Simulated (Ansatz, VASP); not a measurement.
**ZnO: VASP beside Ansatz**

INCAR

```
SYSTEM = ZnO
PREC     = Accurate       ! precision mode
ENCUT    = 600            ! plane-wave cutoff, eV
EDIFF    = 1E-6           ! SCF threshold, eV
ISMEAR   = 0              ! smearing method
SIGMA    = 0.01           ! smearing width, eV
LREAL    = .False.        ! projectors in reciprocal space
LASPH    = .True.         ! aspherical terms in the spheres
NELM     = 120            ! most SCF steps
ALGO     = Normal         ! electronic algorithm
ISIF     = 2              ! what is computed and relaxed
LWAVE    = .False.        ! write WAVECAR
LCHARG   = .False.        ! write CHGCAR
GGA      = PS             ! functional
NBANDS   = 46             ! bands
GGA_COMPAT= .False.
```

Contents of KPOINTS:

```
regular mesh
0
Gamma
  4 4 6
  0 0 0
```

The input POSCAR:

```
ZnO
1.0
    5.5175700700      0.0000000000      0.0000000000
    0.0000000000      5.5175700700      0.0000000000
    0.0000000000      0.0000000000      3.2587787700
Zn O
4 4
Direct
    0.1819728408      0.1819728408      0.5000000015
    0.8180271592      0.8180271592      0.5000000015
    0.6819728399      0.3180271601      0.0000000000
    0.3180271601      0.6819728399      0.0000000000
    0.8172472307      0.1827527693      0.5000000015
    0.1827527693      0.8172472307      0.5000000015
    0.6827527702      0.6827527702      0.0000000000
    0.3172472298      0.3172472298      0.0000000000
```

Input for Ansatz:

```yaml
crystal:
  lattice:
    - [5.51757007, 0.0, 0.0]
    - [0.0, 5.51757007, 0.0]
    - [0.0, 0.0, 3.25877877]
  atoms:
    - { symbol: Zn, position: [0.18197284080888892, 0.18197284080888892, 0.5000000015343171] }
    - { symbol: Zn, position: [0.8180271591911111, 0.8180271591911111, 0.5000000015343171] }
    - { symbol: Zn, position: [0.681972839902693, 0.31802716009730714, 0.0] }
    - { symbol: Zn, position: [0.31802716009730714, 0.681972839902693, 0.0] }
    - { symbol: O, position: [0.8172472307179961, 0.1827527692820039, 0.5000000015343171] }
    - { symbol: O, position: [0.1827527692820039, 0.8172472307179961, 0.5000000015343171] }
    - { symbol: O, position: [0.6827527701881999, 0.6827527701881999, 0.0] }
    - { symbol: O, position: [0.31724722981180015, 0.31724722981180015, 0.0] }
basis:
  ecutwfc: 550.0
kpoints:
  mp_grid:
    grid: [4, 4, 6]
hamiltonian:
  xc: pbesol
  pseudopotentials:
    kind: paw
scf:
  occupations:
    method: fixed
output:
  eigenvalues: true
```

Alike in both runs: task single point; functional PBEsol; k mesh 4 × 4 × 6; no spin polarisation.

|  | VASP | Ansatz |
| --- | --- | --- |
| version | VASP 6.6.1 | Ansatz 0.2.0 |
| potentials or method | VASP PAW PBE potentials, release 64 (Zn, O), cutoff 600 eV | plane waves, PAW |
| occupations | gaussian, width 0.01 eV | fixed |
| valence electrons in the cell | 72 | 72 |

|  | VASP | Ansatz | Ansatz less VASP |
| --- | --- | --- | --- |
| gap on the k mesh at the Fermi level (eV) | 0.70 | 0.71 | +0.015 |

VASP's potentials were made for PBE, not for PBEsol.
